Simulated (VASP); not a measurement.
A run of VASP 6.6.1 is set up as follows.

INCAR

```
SYSTEM = Pt
  PREC = Accurate
  ENCUT = 520
  EDIFF = 1E-7
  ISMEAR = 0
  SIGMA = 0.15
  LREAL = .False.
  LASPH = .True.
  NELM = 150
  ALGO = Normal
  ISIF = 2
  LWAVE = .False.
  LCHARG = .False.
  ISPIN = 2
  MAGMOM = 0.15
  LORBIT = 11
  NUPDOWN = 0.15
  LMAXMIX = 4
  GGA = PS
  NBANDS = 15
```

The input KPOINTS:

```
regular mesh
0
Gamma
  22 22 22
  0 0 0
```

The input POSCAR:

```
Pt
1.0
    0.0000000000      1.9589709028      1.9589709028
    1.9589709028      0.0000000000      1.9589709028
    1.9589709028      1.9589709028      0.0000000000
Pt
1
Direct
    0.0000000000      0.0000000000      0.0000000000
```

Potentials or basis: VASP PAW PBE potentials, release 64 (Pt).

Command:

```bash
$ cat potpaw_PBE.64/Pt/POTCAR > POTCAR
$ mpirun -np 1 vasp_std > vasp.out
```

Task: Estimate the pressure.

Result: -0.2 GPa.

Caveat: the PAW data sets were made with another functional, which shifts forces and pressure a little; the total moment is fixed, so each spin has its own Fermi level.
